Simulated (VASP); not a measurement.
Runs of VASP 6.6.1 on Cd. The structure is that of space group Fm-3m (No. 225), or close to it. The cells are those of the table. This isn't the form of Cd at room conditions, which is hcp.

```tsv
cell	k mesh	gap on the mesh (eV)	pressure (GPa)
a = 3.205 Å, angles 60.0°, 1 atom	13 × 13 × 13	none	4.0
a = 3.345 Å, angles 60.0°, 1 atom	13 × 13 × 13	none	0.0
a = 3.389 Å, angles 60.0°, 1 atom	13 × 13 × 13	none	(a)
a = 3.300 Å, angles 60.0°, 1 atom	13 × 13 × 13	none	(b)
a = 3.474 Å, angles 60.0°, 1 atom	13 × 13 × 13	none	-1.3
a = 3.432 Å, angles 60.0°, 1 atom	13 × 13 × 13	none	-1.0
a = 3.253 Å, angles 60.0°, 1 atom	13 × 13 × 13	none	2.2
a = 3.345 Å, angles 60.0°, 1 atom	19 × 19 × 19	none	0.0
```

Alike in all rows: task single point; level BLYP; potentials or basis VASP PAW PBE potentials, release 64 (Cd); no spin polarisation; cutoff (eV) 520; smearing fermi-dirac 0.1 eV.

Task: Estimate the missing entries.

Result: (a) -0.6; (b) 0.9.

Caveats: the PAW data sets were made with another functional, which shifts forces and pressure a little; the cell stands under pressure (at least some runs).

A k mesh can miss the band edges, and the runs leave out spin-orbit coupling on Cd.

A gap of «none» marks levels without a gap at the run's occupations.
